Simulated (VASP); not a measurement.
Write the native input for VASP 6.6.1 that does the following.

```
Task                   : single point
Functional             : PBE
Potentials or basis    : VASP PAW PBE potentials, release 64 (W_sv, O)
Cutoff                 : 520 eV
k mesh                 : 8 × 8 × 1
Occupations            : gaussian, width 0.1 eV
Spin                   : no spin polarisation
Dipole correction      : yes
Further INCAR settings : ALGO = Normal; EDIFF = 1e-06; NBANDS = 39
```

The structure of W4O lies in POSCAR:

```
W4O
1.0
    3.1836991688      0.0000000000      0.0000000000
    0.0000000000      3.1836991688      0.0000000000
    0.0000000000      0.0000000000     20.1425775749
W O
4 1
Direct
    0.5000000000      0.5000000000      0.1985843165
    0.0000000000      0.0000000000      0.2776134069
    0.5000000000      0.5000000000      0.3599451800
    0.0000000000      0.0000000000      0.4290700901
    0.3750000000      0.3750000000      0.4770261930
```

The input as run:

INCAR

```
PREC = Accurate
ENCUT = 520
EDIFF = 1E-6
ISMEAR = 0
SIGMA = 0.1
LREAL = F
LASPH = T
NELM = 100
ALGO = Normal
ISIF = 2
LWAVE = F
LCHARG = F
LDIPOL = T
IDIPOL = 3
DIPOL = 0.5 0.5 0.348
GGA = PE
NBANDS = 39
```

KPOINTS

```
regular mesh
0
Gamma
  8 8 1
```

Potentials or basis: VASP PAW PBE potentials, release 64 (W_sv, O).

Command:

```sh
$ cat potpaw_PBE.64/W_sv/POTCAR potpaw_PBE.64/O/POTCAR > POTCAR
$ mpirun -np 1 vasp_std > vasp.out
```

It gave:

```json
{"Largest force": "2.021 eV/Å", "Band gap on the k mesh": "zero (bands 31 and 32 overlap by 1.85 eV)"}
```

Caveat: spin-orbit coupling is left out, which moves the levels of the heavy elements.

It took 2.7 min on 1 thread of Intel(R) Xeon(R) 6975P-C (Granite Rapids), on a shared host, peak memory 0.35 GiB.
